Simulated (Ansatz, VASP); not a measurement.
Cs in VASP and in Ansatz

Contents of INCAR:

```
SYSTEM = Cs
PREC = Accurate ; ENCUT = 520
EDIFF = 1E-6 ; ISMEAR = -1
SIGMA = 0.1 ; LREAL = .FALSE.
LASPH = .TRUE. ; NELM = 100
ALGO = Normal ; ISIF = 2
LWAVE = .FALSE. ; LCHARG = .FALSE.
GGA = PE ; NBANDS = 26
```

The input KPOINTS:

```
Automatic mesh
0
G
  8 8 2
  0 0 0
```

Contents of POSCAR:

```
Cs
1.0
    5.5513502909      0.0000000000      0.0000000000
   -2.7756751455      4.8076103772      0.0000000000
    0.0000000000      0.0000000000     18.2067977783
Cs
4
Direct
    1.0000000000      1.0000000000      1.0000000000
    1.0000000000      1.0000000000      0.5000000000
    0.3333333333      0.6666666667      0.2500000000
    0.6666666667      0.3333333333      0.7500000000
```

Input for Ansatz:

```yaml
crystal:
  lattice:
    - [5.5513502909, 0.0, 0.0]
    - [-2.7756751455, 4.8076103772, 0.0]
    - [0.0, 0.0, 18.2067977783]
  atoms:
    - { symbol: Cs, position: [1.0, 1.0, 1.0] }
    - { symbol: Cs, position: [1.0, 1.0, 0.5] }
    - { symbol: Cs, position: [0.3333333333, 0.6666666667, 0.25] }
    - { symbol: Cs, position: [0.6666666667, 0.3333333333, 0.75] }
hamiltonian:
  xc: pbe
  pseudopotentials:
    kind: paw
    azcp:
      Cs: "pseudopotentials/Cs.paw.azcp"
basis:
  ecutwfc: 420
  fft_grid_basis: typed
kpoints:
  mp_grid: { grid: [8, 8, 2], shift: [0, 0, 0] }
magnetization:
  spin_polarized: false
scf:
  occupations: { method: fermi_dirac, width: 0.1 }
  lower_state_search: "off"
output:
  stress: true
  write_density: true
  write_potential: true
  elf: true
  volumetric_format: npy
```

Alike in both runs: task single point; functional PBE; k mesh 8 × 8 × 2; occupations fermi-dirac, width 0.1 eV; no spin polarisation.

|  | VASP | Ansatz |
| --- | --- | --- |
| version | VASP 6.6.1 | Ansatz 0.2.0 |
| potentials or method | VASP PAW PBE potentials, release 64 (Cs_sv), cutoff 520 eV | plane waves (420 eV) with PAW, scalar-relativistic |
| valence electrons in the cell | 36 | 36 |

```csv
,VASP,Ansatz,Ansatz less VASP
pressure (GPa),-0.1,-0.1,+0.01
```

The functional is the same, so the differences come from potentials, cutoffs and numerics.

Neither program's run includes spin-orbit coupling.
